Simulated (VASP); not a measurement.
SnO, 2 atoms in the cell. Symmetry: Pm-3m, No. 221, cubic system. The conventional cell has a = 3.103 Å, b = 3.103 Å, c = 3.103 Å, α = 90.00°, β = 90.00°, γ = 90.00°. Within 3.5 Å of Sn (site symmetry m-3m) lie 8 O at 2.69 Å and 6 Sn at 3.10 Å. O (site symmetry m-3m) has 8 Sn at 2.69 Å and 6 O at 3.10 Å within 3.5 Å. 

- Program: VASP 6.6.1
- Task: single point
- Functional: r2SCAN
- Potentials or basis: VASP PAW PBE potentials, release 64 (Sn_d, O)
- Cutoff: 520 eV
- k mesh: 8 × 8 × 8
- Occupations: fermi-dirac, width 0.02 eV
- Spin: no spin polarisation
- Dipole correction: no
- Further INCAR settings: ALGO = Normal; EDIFF = 1e-06; NBANDS = 17

Potentials or basis: VASP PAW PBE potentials, release 64 (Sn_d, O).

Command:

```console
$ cat potpaw_PBE.64/Sn_d/POTCAR potpaw_PBE.64/O/POTCAR > POTCAR
$ cp INCAR.step1 INCAR
$ mpirun -np 1 vasp_std > vasp.out
$ cp INCAR.step2 INCAR
$ mpirun -np 1 vasp_std > vasp.out
```

Hardware: 1 thread of Intel(R) Xeon(R) Platinum 8259CL CPU @ 2.50GHz (Skylake/Cascade Lake), on a shared host.

**Question.** How long does it take, and how much memory?

**Answer.** It took 45 s on 1 thread of Intel(R) Xeon(R) Platinum 8259CL CPU @ 2.50GHz (Skylake/Cascade Lake) (shared host), peak memory 0.15 GiB. Counts: k points 35.
